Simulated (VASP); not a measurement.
Crystal: MnSn3.

```
Sn Mn
1.0
     4.27631    0.00000    0.00000
     0.00000    4.27631    0.00000
     0.00000    0.00000    4.27631
Sn Mn
3 1
Direct
  0.00000 0.50000 0.50000
  0.50000 0.00000 0.50000
  0.50000 0.50000 0.00000
  0.00000 0.00000 0.00000
```

* Program: VASP 6.6.1
* Task: relaxation of cell and atoms
* Functional: PBE
* Potentials or basis: VASP PAW PBE potentials, release 64 (Sn_d, Mn_pv)
* Cutoff: 600 eV
* k mesh: 6 × 6 × 6
* Occupations: gaussian, width 0.1 eV
* Spin: collinear spin, ferromagnetic start
* Starting moments: [0.0, 0.0, 0.0, 4.07] μB

At the start: pressure 18.5 GPa; volume 19.55 Å³/atom.

Question: How do energy, volume and symmetry change on relaxing?

Answer: Over 3 steps the energy falls by 227.3 meV/atom and the volume is 24.26 Å³/atom (+24.1 %); space group Pm-3m (No. 221, to 0.1 Å) before and after; moment 4.12 μB per cell.

The path:
```
step  energy change (eV)  largest force (eV/Å)  pressure (GPa)  volume (Å³)
   1              0.0000                0.0000           18.55        78.20
   2             -0.7831                0.0000           -3.91       106.71
   3             -0.9093                0.0000            0.04        97.06
```

Final structure:
```xyz
4
Lattice="4.5956 0.0000 0.0000 0.0000 4.5956 0.0000 0.0000 0.0000 4.5956" Properties=species:S:1:pos:R:3 pbc="T T T"
Sn    0.0000    2.2978    2.2978
Sn    2.2978    0.0000    2.2978
Sn    2.2978    2.2978    0.0000
Mn    0.0000    0.0000    0.0000
```

Caveat: the volume moved by over 15 % at a fixed basis, so the end points are rough.
